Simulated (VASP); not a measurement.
# AlNi3 (Pm-3m) in VASP: a series of runs

The runs below take AlNi3 through single point, with PBE, PBEsol.

Everything below comes from runs of VASP 6.6.1. Logs are shortened: lines on timing, memory, paths and dates and some standing lists are left out, and cuts for length are marked.

## (1) The cell of the first run

It takes space group Pm-3m (No. 221, cubic). The conventional cell has a = 3.499 Å, b = 3.499 Å, c = 3.499 Å, α = 90.00°, β = 90.00°, γ = 90.00°. Ni (site symmetry 4/mmm) has 8 Ni at 2.47 Å and 4 Al at 2.47 Å within 3.3 Å. Within 3.3 Å of Al (site symmetry m-3m) lie 12 Ni at 2.47 Å.

## (2) Single point, PBE, collinear spin, ferromagnetic start

Contents of INCAR:

```
SYSTEM = AlNi3
  PREC = Accurate
  ENCUT = 520
  EDIFF = 1E-6
  ISMEAR = -1
  SIGMA = 0.05
  LREAL = .FALSE.
  LASPH = .TRUE.
  NELM = 150
  ALGO = Fast
  ISIF = 2
  LWAVE = .FALSE.
  LCHARG = .FALSE.
  ISPIN = 2
  MAGMOM = 1 1 1 0
  LORBIT = 11
  LMAXMIX = 4
  GGA = PE
  NBANDS = 28
```

Contents of KPOINTS:

```
Automatic mesh
0
G
  8 8 8
  0 0 0
```

Contents of POSCAR:

```
AlNi3
1.0
    3.4994093517      0.0000000000      0.0000000000
    0.0000000000      3.4994093517      0.0000000000
    0.0000000000      0.0000000000      3.4994093517
Ni Al
3 1
Direct
    0.5000000000      0.5000000000      0.0000000000
    0.5000000000      0.0000000000      0.5000000000
    0.0000000000      0.5000000000      0.5000000000
    0.0000000000      0.0000000000      0.0000000000
```

Potentials or basis: VASP PAW PBE potentials, release 64 (Ni, Al).

The run is started by

```bash
cat potpaw_PBE.64/Ni/POTCAR potpaw_PBE.64/Al/POTCAR > POTCAR
mpirun -np 1 vasp_std > vasp.out
```

OUTCAR:

```text
SYSTEM = AlNi3
   PREC = Accurate
   ENCUT = 520
   EDIFF = 1E-6
   ISMEAR = -1
   LREAL = .FALSE.
   LASPH = .TRUE.
   NELM = 150
   ISIF = 2
   ISPIN = 2
   LORBIT = 11
   GGA = PE

 ion  position               nearest neighbor table
   1  0.500  0.500  0.000-   2 2.47   3 2.47   4 2.47   2 2.47   3 2.47   2 2.47   4 2.47   2 2.47
                             3 2.47   4 2.47   3 2.47   4 2.47
   2  0.500  0.000  0.500-   1 2.47   3 2.47   4 2.47   1 2.47   4 2.47   1 2.47   3 2.47   1 2.47
                             3 2.47   4 2.47   4 2.47   3 2.47
   3  0.000  0.500  0.500-   1 2.47   2 2.47   4 2.47   1 2.47   4 2.47   2 2.47   4 2.47   4 2.47
                             1 2.47   2 2.47   1 2.47   2 2.47
   4  0.000  0.000  0.000-   1 2.47   2 2.47   3 2.47   2 2.47   3 2.47   1 2.47   3 2.47   3 2.47
                             1 2.47   2 2.47   2 2.47   1 2.47

  LATTYP: Found a simple cubic cell.
 ALAT       =     3.4994093517

  Lattice vectors:

 A1 = (   3.4994093517,   0.0000000000,   0.0000000000)
 A2 = (   0.0000000000,   3.4994093517,   0.0000000000)
 A3 = (   0.0000000000,   0.0000000000,   3.4994093517)

Analysis of symmetry for initial positions (statically):
=====================================================================
 Subroutine PRICEL returns:
 Original cell was already a primitive cell.

 Routine SETGRP: Setting up the symmetry group for a
 simple cubic supercell.

 Subroutine GETGRP returns: Found 48 space group operations
 (whereof 48 operations were pure point group operations)
 out of a pool of 48 trial point group operations.

The static configuration has the point symmetry O_h .

Analysis of symmetry for dynamics (positions and initial velocities):
=====================================================================
 Subroutine PRICEL returns:
 Original cell was already a primitive cell.

 Routine SETGRP: Setting up the symmetry group for a
 simple cubic supercell.

 Subroutine GETGRP returns: Found 48 space group operations
 (whereof 48 operations were pure point group operations)
 out of a pool of 48 trial point group operations.

The dynamic configuration has the point symmetry O_h .

Analysis of structural, dynamic, and magnetic symmetry:
=====================================================================
 Subroutine PRICEL returns:
 Original cell was already a primitive cell.

 Routine SETGRP: Setting up the symmetry group for a
 simple cubic supercell.

 Subroutine GETGRP returns: Found 48 space group operations
 (whereof 48 operations were pure point group operations)
 out of a pool of 48 trial point group operations.

The overall configuration has the point symmetry O_h .

 Subroutine INISYM returns: Found 48 space group operations
 (whereof 48 operations are pure point group operations),
 and found     1 'primitive' translations

----------------------------------------------------------------------------------------

                                     Primitive cell

  volume of cell :      42.8533

  direct lattice vectors                    reciprocal lattice vectors
     3.499409352  0.000000000  0.000000000     0.285762510  0.000000000  0.000000000
     0.000000000  3.499409352  0.000000000     0.000000000  0.285762510  0.000000000
     0.000000000  0.000000000  3.499409352     0.000000000  0.000000000  0.285762510

  length of vectors
     3.499409352  3.499409352  3.499409352     0.285762510  0.285762510  0.285762510

  position of ions in fractional coordinates (direct lattice)
     0.500000000  0.500000000  0.000000000
     0.500000000  0.000000000  0.500000000
     0.000000000  0.500000000  0.500000000
     0.000000000  0.000000000  0.000000000

  ion indices of the primitive-cell ions
   primitive index   ion index
                 1           1
                 2           2
                 3           3
                 4           4

----------------------------------------------------------------------------------------

 KPOINTS: Automatic mesh

Automatic generation of k-mesh.
 Grid dimensions read from file:
 generate k-points for:    8    8    8

 Generating k-lattice:

  Cartesian coordinates                     Fractional coordinates (reciprocal lattice)
     0.035720314  0.000000000  0.000000000     0.125000000  0.000000000  0.000000000
     0.000000000  0.035720314  0.000000000     0.000000000  0.125000000  0.000000000
     0.000000000  0.000000000  0.035720314     0.000000000  0.000000000  0.125000000

  Length of vectors
     0.035720314  0.035720314  0.035720314

  Shift w.r.t. Gamma in fractional coordinates (k-lattice)
     0.000000000  0.000000000  0.000000000

 Subroutine IBZKPT returns following result:
 ===========================================

 Found     35 irreducible k-points:

 Following reciprocal coordinates:
            Coordinates               Weight
  0.000000  0.000000  0.000000      1.000000
  0.125000  0.000000  0.000000      6.000000
  0.250000  0.000000  0.000000      6.000000
  0.375000  0.000000  0.000000      6.000000
  0.500000  0.000000  0.000000      3.000000
  0.125000  0.125000  0.000000     12.000000
[... 16 lines left out ...]
  0.375000  0.375000  0.125000     24.000000
  0.500000  0.375000  0.125000     24.000000
 [... further k-points ...]
   k-points           NKPTS =     35   k-points in BZ     NKDIM =     35   number of bands    NBANDS=     28
   number of dos      NEDOS =    301   number of ions     NIONS =      4
   total plane-waves  NPLWV =  21952
   dimension x,y,z NGX =    28 NGY =   28 NGZ =   28
   dimension x,y,z NGXF=    56 NGYF=   56 NGZF=   56
   ions per type =               3   1
   NGX,Y,Z   is equivalent  to a cutoff of  13.30, 13.30, 13.30 a.u.
   NGXF,Y,Z  is equivalent  to a cutoff of  26.60, 26.60, 26.60 a.u.
 SYSTEM =  AlNi3
   PREC   = accura    normal or accurate (medium, high low for compatibility)
   ISTART =      0    job   : 0-new  1-cont  2-samecut
   ICHARG =      2    charge: 1-file 2-atom 10-const
   ISPIN  =      2    spin polarized calculation?
   LNONCOLLINEAR =      F non collinear calculations
   LSORBIT =      F    spin-orbit coupling
   LASPH  =      T    aspherical Exc in radial PAW
   ENCUT  =  520.0 eV  38.22 Ry    6.18 a.u.   6.51  6.51  6.51*2*pi/ulx,y,z
   NELM   =    150;   NELMIN=  2; NELMDL= -5     # of ELM steps
   EDIFF  = 0.1E-05   stopping-criterion for ELM
   LREAL  =      F    real-space projection
   EDIFFG = 0.1E-04   stopping-criterion for IOM
   NSW    =      0    number of steps for IOM
   IBRION =     -1    ionic relax: 0-MD 1-quasi-New 2-CG
   NFREE  =      0    steps in history (QN), initial steepest desc. (CG)
   ISIF   =      2    stress and relaxation
   ISYM   =      2    0-nonsym 1-usesym 2-fastsym
   POTIM  = 0.5000    time-step for ionic-motion
   TEBEG  =    0.0;   TEEND  =   0.0 temperature during run
   PSTRESS=    0.0 pullay stress
   NELECT =      33.0000    total number of electrons
   NUPDOWN=      -1.0000    fix difference up-down
   EMIN   =  10.00;   EMAX   =-10.00  energy-range for DOS
   EFERMI =   0.00;   METHOD = LEGACY
   ISMEAR =    -1;   SIGMA  =   0.05  broadening in eV -4-tet -1-fermi 0-gaus
   EFERMI_NEDOS =   21; number of points for ismear=-14 and -15
   IALGO  =     68    algorithm
   IMIX   =      4    mixing-type and parameters
     AMIX     =   0.40;   BMIX     =  1.00
     AMIX_MAG =   1.60;   BMIX_MAG =  1.00
  volume/ion in A,a.u.               =      10.71        72.30
  Fermi-wavevector in a.u.,A,eV,Ry     =   1.500553  2.835634 30.635693  2.251660
  Thomas-Fermi vector in A             =   2.612039
   LORBIT       =     11    0 simple, 1 ext, 2 COOP (PROOUT), +10 PAW based schemes
   GGA     = PE    functional components
   LHFCALC =     F    Hartree Fock is set to
   AEXX    =    0.0000 exact exchange contribution
   IVDW    =     0    specifies the selected vdW correction
   LEPSILON=     F    determine dielectric tensor
   LRPA    =     F    only Hartree local field effects (RPA)
 spin polarized calculation
 RMM-DIIS sequential band-by-band and
  energy-cutoff  :      520.00
  volume of cell :       42.85
 maximum number of plane-waves:      1189
 NGX is ok and might be reduce to    28
   NGX = 13   NGY = 13   NGZ = 13

 number of electron      32.9999977 magnetization       0.6495413

 Free energy of the ion-electron system (eV)
  ---------------------------------------------------
  ext. energy  EPLUGINS =         0.00000000
  ---------------------------------------------------
  free energy    TOTEN  =       -21.82008312 eV

  energy without entropy =      -21.79015404  energy(sigma->0) =      -21.80511858

 E-fermi :  10.2121     XC(G=0): -12.9638

 val. band max:       10.2110355550   @ k =   0.2500   0.2500   0.0000
 cond. band min:      10.2159631183   @ k =   0.3750   0.2500   0.1250
 fundamental gap:      0.0049275633
 Fermi energy:        10.2120823750

 spin component 1

 k-point     1 :       0.0000    0.0000    0.0000
  band No.  band energies     occupation
      1      -0.0947      1.00000
      2       5.6192      1.00000
      3       6.3235      1.00000
      4       6.3235      1.00000
      5       6.7052      1.00000
      6       6.7052      1.00000
[... 733 lines left out ...]
     27      25.4465      0.00000
     28      25.7483      0.00000

 [... further k-points ...]

 spin component 2

 k-point     1 :       0.0000    0.0000    0.0000
  band No.  band energies     occupation
      1      -0.1195      1.00000
      2       5.6914      1.00000
      3       6.4614      1.00000
      4       6.4614      1.00000
      5       6.9632      1.00000
      6       6.9632      1.00000
[... 733 lines left out ...]
     27      25.4247      0.00000
     28      25.7742      0.00000

 [... further k-points ...]

------------------------ aborting loop because EDIFF is reached ----------------------------------------

  FORCE on cell =-STRESS in cart. coord.  units (eV):
  Direction    XX          YY          ZZ          XY          YZ          ZX
  --------------------------------------------------------------------------------------
  -------------------------------------------------------------------------------------
  Total        3.1866897      3.1866897      3.1866897     -0.0000000      0.0000000     -0.0000000
  in kB      119.1423353    119.1423353    119.1423353     -0.0000000      0.0000000     -0.0000000
  external PRESSURE =     119.1423353 kB  Pullay stress =       0.0000000 kB

 VOLUME and BASIS-vectors are now :
 -----------------------------------------------------------------------------
  energy-cutoff  :      520.00
  volume of cell :       42.85
      direct lattice vectors                 reciprocal lattice vectors
     3.499409352  0.000000000  0.000000000     0.285762510  0.000000000  0.000000000
     0.000000000  3.499409352  0.000000000     0.000000000  0.285762510  0.000000000
     0.000000000  0.000000000  3.499409352     0.000000000  0.000000000  0.285762510

 POSITION                                       TOTAL-FORCE (eV/Angst)
 -----------------------------------------------------------------------------------
      1.74970      1.74970      0.00000         0.000000      0.000000      0.000000
      1.74970      0.00000      1.74970         0.000000      0.000000      0.000000
      0.00000      1.74970      1.74970         0.000000      0.000000      0.000000
      0.00000      0.00000      0.00000         0.000000      0.000000      0.000000
 -----------------------------------------------------------------------------------
    total drift:                                0.000000      0.000000      0.000000

  FREE ENERGIE OF THE ION-ELECTRON SYSTEM (eV)
  ---------------------------------------------------
  free  energy   TOTEN  =       -21.8200831195 eV

  energy  without entropy=      -21.7901540389  energy(sigma->0) =      -21.80511858

 total charge

# of ion       s       p       d       tot
------------------------------------------
    1        0.516   0.565   8.407   9.488
    2        0.516   0.565   8.407   9.488
    3        0.516   0.565   8.407   9.488
    4        0.415   0.414   0.000   0.829
--------------------------------------------------
tot          1.964   2.108  25.220  29.292

 magnetization (x)

# of ion       s       p       d       tot
------------------------------------------
    1       -0.003  -0.009   0.241   0.229
    2       -0.003  -0.009   0.241   0.229
    3       -0.003  -0.009   0.241   0.229
    4       -0.001  -0.007   0.000  -0.008
--------------------------------------------------
tot         -0.009  -0.033   0.722   0.680
```

Wall time 2.6 min (1 thread of Intel Xeon 8259CL, shared host); peak memory 0.21 GiB.

What came out:

```
Free energy                                           : -21.8201 eV
Pressure                                              : 11.9 GPa
Net moment                                            : 0.65 μB per cell
Site moments                                          : Ni +0.23; Al -0.01 μB
Valence electrons inside the program's atomic spheres : Ni 9.49; Al 0.83
```

Levels at points of the mesh, in eV from the Fermi level:
Spin up:
```csv
k point,band 15,band 16,band 17,band 18,band 19,band 20
"(0.00, 0.00, 0.00)",-0.04,-0.04,0.88,0.88,0.88,6.85
"(0.50, 0.00, 0.00)",-1.09,-0.51,-0.04,5.76,5.76,5.76
"(0.50, 0.50, 0.00)",-1.01,-1.00,-0.60,0.93,0.93,8.42
"(0.50, 0.50, 0.50)",-1.11,-0.24,-0.23,-0.23,-0.23,3.72
```
Spin down:
```
           k point  band 13  band 14  band 15  band 16  band 17  band 18  band 19  band 20
(0.00, 0.00, 0.00)     0.01     0.36     0.36     0.36     0.85     0.85     0.85     6.93
(0.50, 0.00, 0.00)    -0.99    -0.99    -0.87    -0.34     0.36     5.80     5.80     5.81
(0.50, 0.50, 0.00)    -1.21    -1.15    -0.84    -0.64    -0.48     1.19     1.19     8.46
(0.50, 0.50, 0.50)    -1.23    -0.95    -0.95    -0.26     0.11     0.11     0.11     3.80
```

Caveat: the cell stands under pressure.

## (3) Single point, PBEsol, collinear spin, ferromagnetic start

This run uses another cell than the first one, of 10.93 Å³/atom.

Contents of INCAR:

```
PREC = Accurate ; ENCUT = 520
EDIFF = 1E-7 ; ISMEAR = -1
SIGMA = 0.05 ; LREAL = False
LASPH = True ; NELM = 150
ALGO = Fast ; ISIF = 2
LWAVE = False ; LCHARG = True
ISPIN = 2 ; MAGMOM = 2.5 2.5 2.5 0
LORBIT = 11 ; LMAXMIX = 4
GGA = PS ; LELF = True
LVHAR = True ; NBANDS = 28
```

Contents of KPOINTS:

```
regular mesh
0
Gamma
  8 8 8
```

Contents of POSCAR:

```
AlNi3
1.0
    3.5230547267      0.0000000000      0.0000000000
    0.0000000000      3.5230547267      0.0000000000
    0.0000000000      0.0000000000      3.5230547267
Ni Al
3 1
Direct
    0.5000000000      0.5000000000      0.0000000000
    0.5000000000      0.0000000000      0.5000000000
    0.0000000000      0.5000000000      0.5000000000
    0.0000000000      0.0000000000      0.0000000000
```

Potentials or basis: VASP PAW PBE potentials, release 64 (Ni, Al).

The run is started by

```bash
cat potpaw_PBE.64/Ni/POTCAR potpaw_PBE.64/Al/POTCAR > POTCAR
mpirun -np 1 vasp_std > vasp.out
```

Wall time 2.8 min (1 thread of Intel Xeon 8259CL, shared host); peak memory 0.21 GiB.

It converged, with:

```yaml
Free_energy: -24.3033 eV
Pressure: -0.5 GPa
Net_moment: 0.62 μB per cell
Site_moments: Ni +0.22; Al -0.01 μB
Valence_electrons_inside_the_program's_atomic_spheres: Ni 9.46; Al 0.81
```

Levels at points of the mesh, in eV from the Fermi level:
Spin up:
```tsv
k point	band 13	band 14	band 15	band 16	band 17	band 18	band 19	band 20	band 21	band 22
(0.00, 0.00, 0.00)	-0.23	-0.02	-0.02	-0.02	0.87	0.87	0.87	6.73	6.73	7.61
(0.50, 0.00, 0.00)	-1.22	-1.17	-1.05	-0.48	-0.02	5.67	5.67	5.68	5.68	6.55
(0.50, 0.50, 0.00)	-1.32	-1.21	-0.97	-0.96	-0.57	0.92	0.92	8.31	8.31	8.41
(0.50, 0.50, 0.50)	-1.31	-1.07	-1.07	-0.25	-0.21	-0.21	-0.21	3.63	4.18	4.18
```
Spin down:
```
           k point  band 12  band 13  band 14  band 15  band 16  band 17  band 18  band 19  band 20  band 21
(0.00, 0.00, 0.00)    -0.37     0.01     0.33     0.33     0.33     0.85     0.85     0.85     6.82     6.82
(0.50, 0.00, 0.00)    -1.03    -0.97    -0.97    -0.84    -0.30     0.33     5.72     5.72     5.73     5.73
(0.50, 0.50, 0.00)    -1.15    -1.15    -1.10    -0.79    -0.64    -0.45     1.16     1.16     8.35     8.35
(0.50, 0.50, 0.50)    -1.16    -1.16    -0.91    -0.91    -0.25     0.10     0.10     0.10     3.71     4.35
```

Caveat: the PAW data sets were made with another functional, which shifts forces and pressure a little.

## (4) Single point, PBE, collinear spin, ferromagnetic start

This run uses another cell than the first one, of 11.15 Å³/atom.

Contents of INCAR:

```
SYSTEM = AlNi3
ALGO = Normal
EDIFF = 1E-6
ENCUT = 520
GGA = PE
ISIF = 2
ISMEAR = -1
ISPIN = 2
LASPH = .True.
LCHARG = .False.
LMAXMIX = 4
LORBIT = 11
LREAL = .False.
LWAVE = .False.
MAGMOM = 1 1 1 0
NBANDS = 28
NELM = 150
PREC = Accurate
SIGMA = 0.05
```

Contents of KPOINTS:

```
k-points
0
Gamma
  8 8 8
  0 0 0
```

Contents of POSCAR:

```
AlNi3
1.0
    3.5463868949      0.0000000000      0.0000000000
    0.0000000000      3.5463868949      0.0000000000
    0.0000000000      0.0000000000      3.5463868949
Ni Al
3 1
Direct
    0.5000000000      0.5000000000      0.0000000000
    0.5000000000      0.0000000000      0.5000000000
    0.0000000000      0.5000000000      0.5000000000
    0.0000000000      0.0000000000      0.0000000000
```

The run is started by

```bash
cat potpaw_PBE.64/Ni/POTCAR potpaw_PBE.64/Al/POTCAR > POTCAR
mpirun -np 1 vasp_std > vasp.out
```

It took 1.8 min on 1 thread of Intel Xeon 8259CL, shared host; peak memory 0.21 GiB.

Results (log left out):

* Free energy: -21.9008 eV
* Pressure: 3.4 GPa
* Net moment: 0.68 μB per cell
* Site moments: Ni +0.24; Al -0.01 μB
* Valence electrons inside the program's atomic spheres: Ni 9.41; Al 0.81

Levels at points of the mesh, in eV from the Fermi level:
Spin up:
| k point | band 15 | band 16 | band 17 | band 18 | band 19 | band 20 |
| --- | --- | --- | --- | --- | --- | --- |
| (0.00, 0.00, 0.00) | -0.07 | -0.07 | 0.87 | 0.87 | 0.87 | 6.62 |
| (0.50, 0.00, 0.00) | -1.05 | -0.50 | -0.07 | 5.55 | 5.55 | 5.62 |
| (0.50, 0.50, 0.00) | -0.98 | -0.97 | -0.58 | 0.85 | 0.85 | 8.22 |
| (0.50, 0.50, 0.50) | -1.07 | -0.25 | -0.25 | -0.25 | -0.18 | 3.44 |
Spin down:
```tsv
k point	band 13	band 14	band 15	band 16	band 17	band 18	band 19	band 20
(0.00, 0.00, 0.00)	0.01	0.35	0.35	0.35	0.84	0.84	0.84	6.70
(0.50, 0.00, 0.00)	-0.93	-0.93	-0.82	-0.32	0.35	5.60	5.60	5.67
(0.50, 0.50, 0.00)	-1.14	-1.09	-0.79	-0.59	-0.45	1.13	1.13	8.24
(0.50, 0.50, 0.50)	-1.16	-0.90	-0.90	-0.20	0.11	0.11	0.11	3.53
```

Caveat: the cell stands under pressure.

(Part 1 of 2 ends here.)
